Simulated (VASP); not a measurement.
# As (P6_3/mmc) in VASP: notebook, part 2 of 3

VASP 6.6.1. Earlier steps stand in the parts before.

## (3) Single point, RPBE (volume scaled by 1.04)

The input, INCAR:

```
SYSTEM = As
PREC = Accurate
ENCUT = 520
EDIFF = 1E-6
ISMEAR = -1
SIGMA = 0.1
LREAL = .False.
LASPH = .True.
NELM = 60
ALGO = Normal
ISIF = 2
LWAVE = .False.
LCHARG = .False.
GGA = RP
NBANDS = 12
```

The input, KPOINTS:

```
Automatic mesh
0
Gamma
  13 13 8
  0 0 0
```

The input, POSCAR:

```
As
1.0
    3.1401244865      0.0000000000      0.0000000000
   -1.5700622432      2.7194275764      0.0000000000
    0.0000000000      0.0000000000      4.7844152379
As
2
Direct
    0.3333333333      0.6666666667      0.2500000000
    0.6666666667      0.3333333333      0.7500000000
```

Potentials or basis: VASP PAW PBE potentials, release 64 (As).

Run with:

```bash
$ cat potpaw_PBE.64/As/POTCAR > POTCAR
$ mpirun -np 1 vasp_std > vasp.out
```

OUTCAR:

```text
SYSTEM = As
   PREC = Accurate
   ENCUT = 520
   EDIFF = 1E-6
   ISMEAR = -1
   LREAL = .False.
   LASPH = .True.
   NELM = 60
   ISIF = 2
   GGA = RP

 ion  position               nearest neighbor table
   1  0.333  0.667  0.250-
   2  0.667  0.333  0.750-

  LATTYP: Found a hexagonal cell.
 ALAT       =     3.1401244865
 C/A-ratio  =     1.5236387151

  Lattice vectors:

 A1 = (   3.1401244865,   0.0000000000,   0.0000000000)
 A2 = (  -1.5700622432,   2.7194275764,   0.0000000000)
 A3 = (   0.0000000000,   0.0000000000,   4.7844152379)

Analysis of symmetry for initial positions (statically):
=====================================================================
 Subroutine PRICEL returns:
 Original cell was already a primitive cell.

 Routine SETGRP: Setting up the symmetry group for a
 hexagonal supercell.

 Subroutine GETGRP returns: Found 24 space group operations
 (whereof 12 operations were pure point group operations)
 out of a pool of 24 trial point group operations.

The static configuration has the point symmetry D_3d.
 The point group associated with its full space group is D_6h.

Analysis of symmetry for dynamics (positions and initial velocities):
=====================================================================
 Subroutine PRICEL returns:
 Original cell was already a primitive cell.

 Routine SETGRP: Setting up the symmetry group for a
 hexagonal supercell.

 Subroutine GETGRP returns: Found 24 space group operations
 (whereof 12 operations were pure point group operations)
 out of a pool of 24 trial point group operations.

The dynamic configuration has the point symmetry D_3d.
 The point group associated with its full space group is D_6h.

 Subroutine INISYM returns: Found 24 space group operations
 (whereof 12 operations are pure point group operations),
 and found     1 'primitive' translations

----------------------------------------------------------------------------------------

                                     Primitive cell

  volume of cell :      40.8558

  direct lattice vectors                    reciprocal lattice vectors
     3.140124486  0.000000000  0.000000000     0.318458712  0.183862223  0.000000000
    -1.570062243  2.719427576  0.000000000     0.000000000  0.367724446  0.000000000
     0.000000000  0.000000000  4.784415238     0.000000000  0.000000000  0.209011959

  length of vectors
     3.140124486  3.140124487  4.784415238     0.367724446  0.367724446  0.209011959

  position of ions in fractional coordinates (direct lattice)
     0.333333333  0.666666667  0.250000000
     0.666666667  0.333333333  0.750000000

  ion indices of the primitive-cell ions
   primitive index   ion index
                 1           1
                 2           2

----------------------------------------------------------------------------------------

 KPOINTS: Automatic mesh

Automatic generation of k-mesh.
 Grid dimensions read from file:
 generate k-points for:   13   13    8

 Generating k-lattice:

  Cartesian coordinates                     Fractional coordinates (reciprocal lattice)
     0.024496824  0.014143248  0.000000000     0.076923077  0.000000000  0.000000000
     0.000000000  0.028286496  0.000000000     0.000000000  0.076923077  0.000000000
     0.000000000  0.000000000  0.026126495     0.000000000  0.000000000  0.125000000

  Length of vectors
     0.028286496  0.028286496  0.026126495

  Shift w.r.t. Gamma in fractional coordinates (k-lattice)
     0.000000000  0.000000000  0.000000000

 Subroutine IBZKPT returns following result:
 ===========================================

 Found    105 irreducible k-points:

 Following reciprocal coordinates:
            Coordinates               Weight
  0.000000  0.000000  0.000000      1.000000
  0.076923 -0.000000  0.000000      6.000000
  0.153846 -0.000000  0.000000      6.000000
  0.230769 -0.000000  0.000000      6.000000
  0.307692 -0.000000  0.000000      6.000000
  0.384615  0.000000  0.000000      6.000000
[... 16 lines left out ...]
  0.076923 -0.000000  0.125000     12.000000
  0.153846 -0.000000  0.125000     12.000000
 [... further k-points ...]
   k-points           NKPTS =    105   k-points in BZ     NKDIM =    105   number of bands    NBANDS=     12
   number of dos      NEDOS =    301   number of ions     NIONS =      2
   total plane-waves  NPLWV =  20736
   dimension x,y,z NGX =    24 NGY =   24 NGZ =   36
   dimension x,y,z NGXF=    48 NGYF=   48 NGZF=   72
   ions per type =               2
   NGX,Y,Z   is equivalent  to a cutoff of  12.71, 12.71, 12.51 a.u.
   NGXF,Y,Z  is equivalent  to a cutoff of  25.41, 25.41, 25.02 a.u.
 SYSTEM =  As
   PREC   = accura    normal or accurate (medium, high low for compatibility)
   ISTART =      0    job   : 0-new  1-cont  2-samecut
   ICHARG =      2    charge: 1-file 2-atom 10-const
   ISPIN  =      1    spin polarized calculation?
   LNONCOLLINEAR =      F non collinear calculations
   LSORBIT =      F    spin-orbit coupling
   LASPH  =      T    aspherical Exc in radial PAW
   ENCUT  =  520.0 eV  38.22 Ry    6.18 a.u.   5.84  5.84  8.90*2*pi/ulx,y,z
   NELM   =     60;   NELMIN=  2; NELMDL= -5     # of ELM steps
   EDIFF  = 0.1E-05   stopping-criterion for ELM
   LREAL  =      F    real-space projection
   EDIFFG = 0.1E-04   stopping-criterion for IOM
   NSW    =      0    number of steps for IOM
   IBRION =     -1    ionic relax: 0-MD 1-quasi-New 2-CG
   NFREE  =      0    steps in history (QN), initial steepest desc. (CG)
   ISIF   =      2    stress and relaxation
   ISYM   =      2    0-nonsym 1-usesym 2-fastsym
   POTIM  = 0.5000    time-step for ionic-motion
   TEBEG  =    0.0;   TEEND  =   0.0 temperature during run
   PSTRESS=    0.0 pullay stress
   NELECT =      10.0000    total number of electrons
   NUPDOWN=      -1.0000    fix difference up-down
   EMIN   =  10.00;   EMAX   =-10.00  energy-range for DOS
   EFERMI =   0.00;   METHOD = LEGACY
   ISMEAR =    -1;   SIGMA  =   0.10  broadening in eV -4-tet -1-fermi 0-gaus
   EFERMI_NEDOS =   21; number of points for ismear=-14 and -15
   IALGO  =     38    algorithm
   IMIX   =      4    mixing-type and parameters
     AMIX     =   0.40;   BMIX     =  1.00
     AMIX_MAG =   1.60;   BMIX_MAG =  1.00
  volume/ion in A,a.u.               =      20.43       137.85
  Fermi-wavevector in a.u.,A,eV,Ry     =   1.024056  1.935185 14.268306  1.048691
  Thomas-Fermi vector in A             =   2.157823
   LORBIT       =      0    0 simple, 1 ext, 2 COOP (PROOUT), +10 PAW based schemes
   GGA     = RP    functional components
   LHFCALC =     F    Hartree Fock is set to
   AEXX    =    0.0000 exact exchange contribution
   IVDW    =     0    specifies the selected vdW correction
   LEPSILON=     F    determine dielectric tensor
   LRPA    =     F    only Hartree local field effects (RPA)
 non-spin polarized calculation
  energy-cutoff  :      520.00
  volume of cell :       40.86
 maximum number of plane-waves:      1113
 NGX is ok and might be reduce to    24
   NGX = 11   NGY = 11   NGZ = 17

 number of electron      10.0000002 magnetization

 Free energy of the ion-electron system (eV)
  ---------------------------------------------------
  ext. energy  EPLUGINS =         0.00000000
  ---------------------------------------------------
  free energy    TOTEN  =        -7.55282614 eV

  energy without entropy =       -7.51157120  energy(sigma->0) =       -7.53219867

 E-fermi :   5.8235     XC(G=0): -10.4294

 val. band max:        5.8145610739   @ k =   0.3077  -0.0000   0.3750
 cond. band min:       5.8546393995   @ k =   0.3077   0.0769   0.1250
 fundamental gap:      0.0400783256
 Fermi energy:         5.8234558456

 k-point     1 :       0.0000    0.0000    0.0000
  band No.  band energies     occupation
      1      -8.6822      2.00000
      2      -3.9809      2.00000
      3      -0.2432      2.00000
      4       8.7264      0.00000
      5       8.7264      0.00000
      6      10.5564      0.00000
      7      10.5564      0.00000
      8      11.9476      0.00000
      9      13.8379      0.00000
     10      16.7852      0.00000
     11      17.3580      0.00000
     12      17.3580      0.00000
[... 331 lines left out ...]
 k-point    24 :       0.1538   -0.0000    0.1250
  band No.  band energies     occupation
      1      -8.1529      2.00000
      2      -4.1096      2.00000
      3       0.8209      2.00000
      4       5.9933      0.30927
      5       7.7843      0.00000
      6       8.5633      0.00000
      7      10.4779      0.00000
      8      10.8025      0.00000
      9      14.1131      0.00000
     10      16.8438      0.00000
     11      17.1676      0.00000
     12      17.8157      0.00000

 [... further k-points ...]
[... 5 lines left out ...]
  --------------------------------------------------------------------------------------
  -------------------------------------------------------------------------------------
  Total       -0.6925190     -0.6925190     -0.5013863     -0.0000000      0.0000000      0.0000000
  in kB      -27.1574525    -27.1574525    -19.6620948     -0.0000000      0.0000000      0.0000000
  external PRESSURE =     -24.6589999 kB  Pullay stress =       0.0000000 kB

 VOLUME and BASIS-vectors are now :
 -----------------------------------------------------------------------------
  energy-cutoff  :      520.00
  volume of cell :       40.86
      direct lattice vectors                 reciprocal lattice vectors
     3.140124486  0.000000000  0.000000000     0.318458712  0.183862223  0.000000000
    -1.570062243  2.719427576  0.000000000     0.000000000  0.367724446  0.000000000
     0.000000000  0.000000000  4.784415238     0.000000000  0.000000000  0.209011959

 POSITION                                       TOTAL-FORCE (eV/Angst)
 -----------------------------------------------------------------------------------
     -0.00000      1.81295      1.19610         0.000000     -0.000000      0.000000
      1.57006      0.90648      3.58831        -0.000000      0.000000      0.000000
 -----------------------------------------------------------------------------------
    total drift:                               -0.000000      0.000000      0.000000

  FREE ENERGIE OF THE ION-ELECTRON SYSTEM (eV)
  ---------------------------------------------------
  free  energy   TOTEN  =        -7.5528261394 eV

  energy  without entropy=       -7.5115712029  energy(sigma->0) =       -7.53219867
```

stdout:

```text
POSCAR found type information on POSCAR As
 POSCAR found :  1 types and       2 ions
 scaLAPACK will be used
 -----------------------------------------------------------------------------
|                                                                             |
|                                                                             |
|     You enforced a specific xc type in the INCAR file but a different       |
|     I HOPE YOU KNOW WHAT YOU ARE DOING!                                     |
|                                                                             |
 -----------------------------------------------------------------------------

 LDA part: xc-table for (Slater+PW92), standard interpolation
 POSCAR, INCAR and KPOINTS ok, starting setup
 FFT: planning ... GRIDC
 FFT: planning ... GRID_SOFT
 FFT: planning ... GRID
 WAVECAR not read
 entering main loop
```

Run time: 20 s. Hardware: 1 thread of Intel Xeon Platinum 8488C (Sapphire Rapids), shared host; peak memory 0.18 GiB.

What came out:

```
Free energy            : -7.5528 eV
Pressure               : -2.5 GPa
Band gap on the k mesh : zero (band 5 reaches 9.64 eV, above the bottom of band 6 at 2.70 eV)
```

Caveat: the PAW data sets were made with another functional, which shifts forces and pressure a little.

## (4) Single point, RPBE (volume scaled by 1.08)

INCAR: that of step 3 with these lines changed.

```diff
@@ -8,3 +8,3 @@
 LASPH = .True.
-NELM = 60
+NELM = 100
 ALGO = Normal
```

KPOINTS is that of step 3.

The input, POSCAR:

```
As
1.0
    3.1798771178      0.0000000000      0.0000000000
   -1.5899385589      2.7538543650      0.0000000000
    0.0000000000      0.0000000000      4.8449838860
As
2
Direct
    0.3333333333      0.6666666667      0.2500000000
    0.6666666667      0.3333333333      0.7500000000
```

Run with:

```bash
$ cat potpaw_PBE.64/As/POTCAR > POTCAR
$ mpirun -np 1 vasp_std > vasp.out
```

Run time: 16 s. Hardware: 1 thread of Intel Xeon Platinum 8488C (Sapphire Rapids), shared host; peak memory 0.17 GiB.

It converged, with:

```
Free energy            : -7.5177 eV
Pressure               : -4.6 GPa
Band gap on the k mesh : zero (band 5 reaches 9.05 eV, above the bottom of band 6 at 2.46 eV)
```

Stress tensor (GPa, compression positive):
```
-4.80  0.00  0.00
 0.00 -4.80  0.00
 0.00  0.00 -4.34
```

Levels at points of the mesh, in eV from the Fermi level:
```tsv
k point	band 3	band 4	band 5	band 6	band 7	band 8
(0.00, 0.00, 0.00)	-5.82	2.76	2.76	4.50	4.50	5.80
(0.00, 0.00, 0.50)	-0.20	-0.20	3.63	3.63	3.63	3.63
```

Caveat: the PAW data sets were made with another functional, which shifts forces and pressure a little.

[end of part 2 of 3]
